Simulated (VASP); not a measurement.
# KCl (I4/mmm) in VASP: notebook

KCl is run at these levels: r2SCAN; tasks: single point.

Everything below comes from runs of VASP 6.6.1. Logs are shortened: lines on timing, memory, paths and dates and some standing lists are left out, and cuts for length are marked.

## 1. The cell of the first run

It takes space group I4/mmm (No. 139, tetragonal). The conventional cell has a = 4.463 Å, b = 4.463 Å, c = 6.438 Å, α = 90.00°, β = 90.00°, γ = 90.00°. Within 4.2 Å of K (site symmetry 4/mmm) lie 6 Cl at 3.16 to 3.22 Å. Within 4.2 Å of Cl (site symmetry 4/mmm) lie 6 K at 3.16 to 3.22 Å.

## 2. Single point, r2SCAN (strain +0.0200 x Voigt [0, 1, 0, 0, 0, 0])

The input, POSCAR:

```
KCl
1.0
    0.0000000000      3.2192220000      3.1561000000
    3.1561000000      0.0000000000      3.1561000000
    3.1561000000      3.2192220000      0.0000000000
K Cl
1 1
Direct
    0.0000000000      0.0000000000      0.0000000000
    0.5000000000      0.5000000000      0.5000000000
```

The input, INCAR.step1:

```
ALGO = Normal
EDIFF = 1E-4
ENCUT = 520
GGA = PE
ISMEAR = 0
LASPH = True
LCHARG = False
LREAL = False
LWAVE = True
NBANDS = 15
NELM = 60
PREC = Accurate
SIGMA = 0.05
```

The input, INCAR.step2:

```
ALGO = Normal
EDIFF = 1E-7
ENCUT = 520
ISIF = 2
ISMEAR = 0
ISTART = 1
LASPH = True
LCHARG = False
LMIXTAU = True
LREAL = False
LWAVE = False
METAGGA = R2SCAN
NBANDS = 15
NELM = 60
PREC = Accurate
SIGMA = 0.05
```

The input, KPOINTS:

```
k-points
0
Gamma
  6 6 6
```

Potentials or basis: VASP PAW PBE potentials, release 64 (K_sv, Cl).

Launch:

```console
cat potpaw_PBE.64/K_sv/POTCAR potpaw_PBE.64/Cl/POTCAR > POTCAR
cp INCAR.step1 INCAR
mpirun -np 1 vasp_std > vasp.out
cp INCAR.step2 INCAR
mpirun -np 1 vasp_std > vasp.out
```

OUTCAR:

```text
EDIFF = 1E-7
   ENCUT = 520
   ISIF = 2
   ISMEAR = 0
   ISTART = 1
   LASPH = True
   LREAL = False
   METAGGA = R2SCAN
   NELM = 60
   PREC = Accurate

 ion  position               nearest neighbor table
   1  0.000  0.000  0.000-   2 3.16   2 3.16   2 3.16   2 3.16   2 3.22   2 3.22
   2  0.500  0.500  0.500-   1 3.16   1 3.16   1 3.16   1 3.16   1 3.22   1 3.22

  LATTYP: Found a body centered tetragonal cell.
 ALAT       =     4.4633994242
 C/A-ratio  =     1.4424978336

  Lattice vectors:

 A1 = (   0.0000000000,  -3.2192220000,   3.1561000000)
 A2 = (   0.0000000000,  -3.2192220000,  -3.1561000000)
 A3 = (   3.1561000000,   3.2192220000,   0.0000000000)

Analysis of symmetry for initial positions (statically):
=====================================================================
 Subroutine PRICEL returns:
 Original cell was already a primitive cell.

 Routine SETGRP: Setting up the symmetry group for a
 body centered tetragonal supercell.

 Subroutine GETGRP returns: Found 16 space group operations
 (whereof 16 operations were pure point group operations)
 out of a pool of 16 trial point group operations.

The static configuration has the point symmetry D_4h.

Analysis of symmetry for dynamics (positions and initial velocities):
=====================================================================
 Subroutine PRICEL returns:
 Original cell was already a primitive cell.

 Routine SETGRP: Setting up the symmetry group for a
 body centered tetragonal supercell.

 Subroutine GETGRP returns: Found 16 space group operations
 (whereof 16 operations were pure point group operations)
 out of a pool of 16 trial point group operations.

The dynamic configuration has the point symmetry D_4h.

 Subroutine INISYM returns: Found 16 space group operations
 (whereof 16 operations are pure point group operations),
 and found     1 'primitive' translations

----------------------------------------------------------------------------------------

                                     Primitive cell

  volume of cell :      64.1331

  direct lattice vectors                    reciprocal lattice vectors
     0.000000000  3.219222000  3.156100000    -0.158423371  0.155317030  0.158423371
     3.156100000  0.000000000  3.156100000     0.158423371 -0.155317030  0.158423371
     3.156100000  3.219222000  0.000000000     0.158423371  0.155317030 -0.158423371

  length of vectors
     4.508254373  4.463399424  4.508254373     0.272615679  0.272615679  0.272615679

[... 91 lines left out ...]
   NELECT =      16.0000    total number of electrons
   NUPDOWN=      -1.0000    fix difference up-down
   EMIN   =  10.00;   EMAX   =-10.00  energy-range for DOS
   EFERMI =   0.00;   METHOD = LEGACY
   ISMEAR =     0;   SIGMA  =   0.05  broadening in eV -4-tet -1-fermi 0-gaus
   EFERMI_NEDOS =   21; number of points for ismear=-14 and -15
   IALGO  =     38    algorithm
   IMIX   =      4    mixing-type and parameters
     AMIX     =   0.40;   BMIX     =  1.00
     AMIX_MAG =   1.60;   BMIX_MAG =  1.00
  volume/ion in A,a.u.               =      32.07       216.40
  Fermi-wavevector in a.u.,A,eV,Ry     =   1.030593  1.947539 14.451057  1.062123
  Thomas-Fermi vector in A             =   2.164699
   LORBIT       =      0    0 simple, 1 ext, 2 COOP (PROOUT), +10 PAW based schemes
   METAGGA = R2SCAN    functional components
   LHFCALC =     F    Hartree Fock is set to
   AEXX    =    0.0000 exact exchange contribution
   IVDW    =     0    specifies the selected vdW correction
   LEPSILON=     F    determine dielectric tensor
   LRPA    =     F    only Hartree local field effects (RPA)
 non-spin polarized calculation
 Gauss-broadening in eV      SIGMA  =   0.05
  energy-cutoff  :      520.00
  volume of cell :       64.13
 maximum number of plane-waves:      1750
 NGX is ok and might be reduce to    36
   NGX = 17   NGY = 17   NGZ = 17

 number of electron      15.9999999 magnetization

 Free energy of the ion-electron system (eV)
  ---------------------------------------------------
  ext. energy  EPLUGINS =         0.00000000
  ---------------------------------------------------
  free energy    TOTEN  =       -16.50211315 eV

  energy without entropy =      -16.50211315  energy(sigma->0) =      -16.50211315

 E-fermi :  -2.1468     XC(G=0):  -7.8234

 val. band max:       -2.3717199502   @ k =   0.0000   0.0000   0.0000
 cond. band min:       3.3514407899   @ k =   0.0000   0.0000   0.0000
 fundamental gap:      5.7231607401
 Fermi energy:        -2.1467563160

 k-point     1 :       0.0000    0.0000    0.0000
  band No.  band energies     occupation
      1     -30.7159      2.00000
      2     -15.0141      2.00000
      3     -13.4093      2.00000
      4     -13.4051      2.00000
      5     -13.4051      2.00000
      6      -2.3836      2.00000
      7      -2.3717      2.00000
      8      -2.3717      2.00000
      9       3.3514      0.00000
     10       6.5632      0.00000
     11       6.6870      0.00000
     12       6.6870      0.00000
     13       7.6243      0.00000
     14       7.7201      0.00000
[... 401 lines left out ...]
      2     -14.9857      2.00000
      3     -13.5097      2.00000
      4     -13.4744      2.00000
      5     -13.3546      2.00000
      6      -2.9271      2.00000
      7      -2.7856      2.00000
      8      -2.7370      2.00000
      9       5.3912      0.00000
     10       7.0994      0.00000
     11       7.4259      0.00000
     12       8.5767      0.00000
     13       9.4550      0.00000
     14       9.9826      0.00000
     15      10.6070      0.00000

 [... further k-points ...]

------------------------ aborting loop because EDIFF is reached ----------------------------------------

  FORCE on cell =-STRESS in cart. coord.  units (eV):
  Direction    XX          YY          ZZ          XY          YZ          ZX
  --------------------------------------------------------------------------------------
  -------------------------------------------------------------------------------------
  Total       -0.1222025     -0.3861533     -0.1222025     -0.0000000      0.0000000      0.0000000
  in kB       -3.0528707     -9.6469039     -3.0528707     -0.0000000      0.0000000      0.0000000
  external PRESSURE =      -5.2508818 kB  Pullay stress =       0.0000000 kB

 VOLUME and BASIS-vectors are now :
 -----------------------------------------------------------------------------
  energy-cutoff  :      520.00
  volume of cell :       64.13
      direct lattice vectors                 reciprocal lattice vectors
     0.000000000  3.219222000  3.156100000    -0.158423371  0.155317030  0.158423371
     3.156100000  0.000000000  3.156100000     0.158423371 -0.155317030  0.158423371
     3.156100000  3.219222000  0.000000000     0.158423371  0.155317030 -0.158423371

 POSITION                                       TOTAL-FORCE (eV/Angst)
 -----------------------------------------------------------------------------------
      0.00000      0.00000      0.00000         0.000000      0.000000      0.000000
      3.15610      3.21922      3.15610        -0.000000     -0.000000     -0.000000
 -----------------------------------------------------------------------------------
    total drift:                                0.000000      0.000000      0.000000

  FREE ENERGIE OF THE ION-ELECTRON SYSTEM (eV)
  ---------------------------------------------------
  free  energy   TOTEN  =       -16.5021131460 eV

  energy  without entropy=      -16.5021131460  energy(sigma->0) =      -16.50211315
```

Run time: 65 s. Hardware: 1 thread of Intel Xeon 6975P-C (Granite Rapids), shared host; peak memory 0.23 GiB.

What came out:

| Quantity | Value |
| --- | --- |
| Free energy | -16.5021 eV |
| Pressure | -0.5 GPa |
| Band gap on the k mesh | 5.72 eV |

Stress tensor (GPa, compression positive):
```
-0.31  0.00  0.00
 0.00 -0.96  0.00
 0.00  0.00 -0.31
```

Levels at points of the mesh, in eV from the valence-band top:
| k point | band 5 | band 6 | band 7 | band 8 | band 9 | band 10 | band 11 | band 12 |
| --- | --- | --- | --- | --- | --- | --- | --- | --- |
| (0.00, 0.00, 0.00) | -11.03 | -0.01 | 0.00 | 0.00 | 5.72 | 8.93 | 9.06 | 9.06 |
| (0.50, 0.00, 0.00) | -10.83 | -1.00 | -0.30 | -0.30 | 8.04 | 9.12 | 11.21 | 11.24 |
| (0.50, 0.50, 0.00) | -11.08 | -0.64 | -0.23 | -0.23 | 7.04 | 9.08 | 10.55 | 11.07 |
| (0.50, 0.00, 0.50) | -11.08 | -0.67 | -0.21 | -0.21 | 7.08 | 9.07 | 10.43 | 11.02 |

Caveat: the cell differs from its parent crystal (strain +0.0200 x Voigt [0, 1, 0, 0, 0, 0]); the PAW data sets were made with another functional, which shifts forces and pressure a little.

## 3. Single point, r2SCAN (strain +0.0300 x Voigt [0, 1, 0, 0, 0, 0])

The input, POSCAR:

```
KCl
1.0
    0.0000000000      3.2507830000      3.1561000000
    3.1561000000      0.0000000000      3.1561000000
    3.1561000000      3.2507830000      0.0000000000
K Cl
1 1
Direct
    0.0000000000      0.0000000000      0.0000000000
    0.5000000000      0.5000000000      0.5000000000
```

The input, INCAR.step1:

```
ALGO = Normal ; EDIFF = 1E-4
ENCUT = 520 ; GGA = PE
ISMEAR = 0 ; LASPH = True
LCHARG = False ; LREAL = False
LWAVE = True ; NBANDS = 15
NELM = 60 ; PREC = Accurate
SIGMA = 0.05
```

The input, INCAR.step2:

```
ALGO = Normal ; EDIFF = 1E-6
ENCUT = 520 ; ISIF = 2
ISMEAR = 0 ; ISTART = 1
LASPH = True ; LCHARG = False
LMIXTAU = True ; LREAL = False
LWAVE = False ; METAGGA = R2SCAN
NBANDS = 15 ; NELM = 60
PREC = Accurate ; SIGMA = 0.05
```

KPOINTS is that of step 2.

Potentials or basis: VASP PAW PBE potentials, release 64 (K_sv, Cl).

Launch:

```console
cat potpaw_PBE.64/K_sv/POTCAR potpaw_PBE.64/Cl/POTCAR > POTCAR
cp INCAR.step1 INCAR
mpirun -np 1 vasp_std > vasp.out
cp INCAR.step2 INCAR
mpirun -np 1 vasp_std > vasp.out
```

OUTCAR:

```text
EDIFF = 1E-6
   ENCUT = 520
   ISIF = 2
   ISMEAR = 0
   ISTART = 1
   LASPH = True
   LREAL = False
   METAGGA = R2SCAN
   NELM = 60
   PREC = Accurate

 ion  position               nearest neighbor table
   1  0.000  0.000  0.000-   2 3.16   2 3.16   2 3.16   2 3.16
   2  0.500  0.500  0.500-   1 3.16   1 3.16   1 3.16   1 3.16

  LATTYP: Found a body centered tetragonal cell.
 ALAT       =     4.4633994242
 C/A-ratio  =     1.4566399692

  Lattice vectors:

 A1 = (   0.0000000000,  -3.2507830000,   3.1561000000)
 A2 = (   0.0000000000,  -3.2507830000,  -3.1561000000)
 A3 = (   3.1561000000,   3.2507830000,   0.0000000000)

Analysis of symmetry for initial positions (statically):
=====================================================================
 Subroutine PRICEL returns:
 Original cell was already a primitive cell.

 Routine SETGRP: Setting up the symmetry group for a
 body centered tetragonal supercell.

 Subroutine GETGRP returns: Found 16 space group operations
 (whereof 16 operations were pure point group operations)
 out of a pool of 16 trial point group operations.

The static configuration has the point symmetry D_4h.

Analysis of symmetry for dynamics (positions and initial velocities):
=====================================================================
 Subroutine PRICEL returns:
 Original cell was already a primitive cell.

 Routine SETGRP: Setting up the symmetry group for a
 body centered tetragonal supercell.

 Subroutine GETGRP returns: Found 16 space group operations
 (whereof 16 operations were pure point group operations)
 out of a pool of 16 trial point group operations.

The dynamic configuration has the point symmetry D_4h.

 Subroutine INISYM returns: Found 16 space group operations
 (whereof 16 operations are pure point group operations),
 and found     1 'primitive' translations

----------------------------------------------------------------------------------------

                                     Primitive cell
[... 121 lines left out ...]
   LRPA    =     F    only Hartree local field effects (RPA)
 non-spin polarized calculation
 Gauss-broadening in eV      SIGMA  =   0.05
  energy-cutoff  :      520.00
  volume of cell :       64.76
 maximum number of plane-waves:      1762
 NGX is ok and might be reduce to    36
   NGX = 17   NGY = 17   NGZ = 17

 number of electron      15.9999999 magnetization

 Free energy of the ion-electron system (eV)
  ---------------------------------------------------
  ext. energy  EPLUGINS =         0.00000000
  ---------------------------------------------------
  free energy    TOTEN  =       -16.49794173 eV

  energy without entropy =      -16.49794173  energy(sigma->0) =      -16.49794173

 E-fermi :  -2.0673     XC(G=0):  -7.7794

 val. band max:       -2.4064953026   @ k =   0.0000   0.0000   0.0000
 cond. band min:       3.2804192563   @ k =   0.0000   0.0000   0.0000
 fundamental gap:      5.6869145589
 Fermi energy:        -2.0672917516

 k-point     1 :       0.0000    0.0000    0.0000
  band No.  band energies     occupation
      1     -30.7758      2.00000
      2     -15.0405      2.00000
      3     -13.4711      2.00000
      4     -13.4640      2.00000
      5     -13.4640      2.00000
      6      -2.4226      2.00000
      7      -2.4065      2.00000
      8      -2.4065      2.00000
      9       3.2804      0.00000
     10       6.4834      0.00000
     11       6.6666      0.00000
     12       6.6666      0.00000
     13       7.5571      0.00000
     14       7.6965      0.00000
[... 401 lines left out ...]
      2     -15.0157      2.00000
      3     -13.5647      2.00000
      4     -13.5326      2.00000
      5     -13.4119      2.00000
      6      -2.9525      2.00000
      7      -2.8216      2.00000
      8      -2.7730      2.00000
      9       5.3491      0.00000
     10       7.0574      0.00000
     11       7.3322      0.00000
     12       8.5006      0.00000
     13       9.4244      0.00000
     14       9.8760      0.00000
     15      10.5290      0.00000

 [... further k-points ...]

------------------------ aborting loop because EDIFF is reached ----------------------------------------

  FORCE on cell =-STRESS in cart. coord.  units (eV):
  Direction    XX          YY          ZZ          XY          YZ          ZX
  --------------------------------------------------------------------------------------
  -------------------------------------------------------------------------------------
  Total       -0.1444171     -0.5135104     -0.1444171     -0.0000000      0.0000000      0.0000000
  in kB       -3.5728077    -12.7039963     -3.5728077     -0.0000000      0.0000000      0.0000000
  external PRESSURE =      -6.6165372 kB  Pullay stress =       0.0000000 kB

 VOLUME and BASIS-vectors are now :
 -----------------------------------------------------------------------------
  energy-cutoff  :      520.00
  volume of cell :       64.76
      direct lattice vectors                 reciprocal lattice vectors
     0.000000000  3.250783000  3.156100000    -0.158423371  0.153809098  0.158423371
     3.156100000  0.000000000  3.156100000     0.158423371 -0.153809098  0.158423371
     3.156100000  3.250783000  0.000000000     0.158423371  0.153809098 -0.158423371

 POSITION                                       TOTAL-FORCE (eV/Angst)
 -----------------------------------------------------------------------------------
      0.00000      0.00000      0.00000         0.000000     -0.000000      0.000000
      3.15610      3.25078      3.15610         0.000000      0.000000     -0.000000
 -----------------------------------------------------------------------------------
    total drift:                                0.000000      0.000000      0.000000

  FREE ENERGIE OF THE ION-ELECTRON SYSTEM (eV)
  ---------------------------------------------------
  free  energy   TOTEN  =       -16.4979417259 eV

  energy  without entropy=      -16.4979417259  energy(sigma->0) =      -16.49794173
```

OUTCAR.step1:

```text
EDIFF = 1E-4
   ENCUT = 520
   GGA = PE
   ISMEAR = 0
   LASPH = True
[... 654 lines left out ...]
 -----------------------------------------------------------------------------------
      0.00000      0.00000      0.00000         0.000000      0.000000      0.000000
      3.15610      3.25078      3.15610         0.000000      0.000000     -0.000000
 -----------------------------------------------------------------------------------
    total drift:                                0.000000      0.000000      0.000000

  FREE ENERGIE OF THE ION-ELECTRON SYSTEM (eV)
  ---------------------------------------------------
  free  energy   TOTEN  =        -6.8073777197 eV

  energy  without entropy=       -6.8073777197  energy(sigma->0) =       -6.80737772
```

OSZICAR.step1:

```text
N       E                     dE             d eps       ncg     rms          rms(c)
DAV:   1     0.100341058690E+03    0.10034E+03   -0.70555E+03   900   0.951E+02
DAV:   2    -0.891861393304E+00   -0.10123E+03   -0.93253E+02  1204   0.236E+02
DAV:   3    -0.688676225791E+01   -0.59949E+01   -0.59630E+01  1229   0.507E+01
DAV:   4    -0.710940866569E+01   -0.22265E+00   -0.22257E+00  1453   0.877E+00
DAV:   5    -0.711090048658E+01   -0.14918E-02   -0.14918E-02  1257   0.783E-01    0.318E+00
DAV:   6    -0.680958144062E+01    0.30132E+00   -0.44057E-01  1138   0.326E+00    0.259E+00
DAV:   7    -0.679337058651E+01    0.16211E-01   -0.10498E-01  1222   0.180E+00    0.151E+00
DAV:   8    -0.680593510028E+01   -0.12565E-01   -0.16932E-02  1141   0.957E-01    0.178E-01
DAV:   9    -0.680676922798E+01   -0.83413E-03   -0.10346E-03  1215   0.201E-01    0.994E-02
DAV:  10    -0.680737351110E+01   -0.60428E-03   -0.62683E-04   935   0.158E-01    0.196E-02
DAV:  11    -0.680737771969E+01   -0.42086E-05   -0.17893E-05   933   0.263E-02
   1 F= -.68073777E+01 E0= -.68073777E+01  d E =-.258043E-11
```

Wall time 62 s (1 thread of Intel Xeon 6975P-C (Granite Rapids), shared host); peak memory 0.22 GiB.

What came out:

- Free energy: -16.4979 eV
- Pressure: -0.7 GPa
- Band gap on the k mesh: 5.69 eV

Stress tensor (GPa, compression positive):
```
-0.36  0.00  0.00
 0.00 -1.27  0.00
 0.00  0.00 -0.36
```

Caveat: the cell differs from its parent crystal (strain +0.0300 x Voigt [0, 1, 0, 0, 0, 0]); the PAW data sets were made with another functional, which shifts forces and pressure a little.

[end of part 1 of 2]
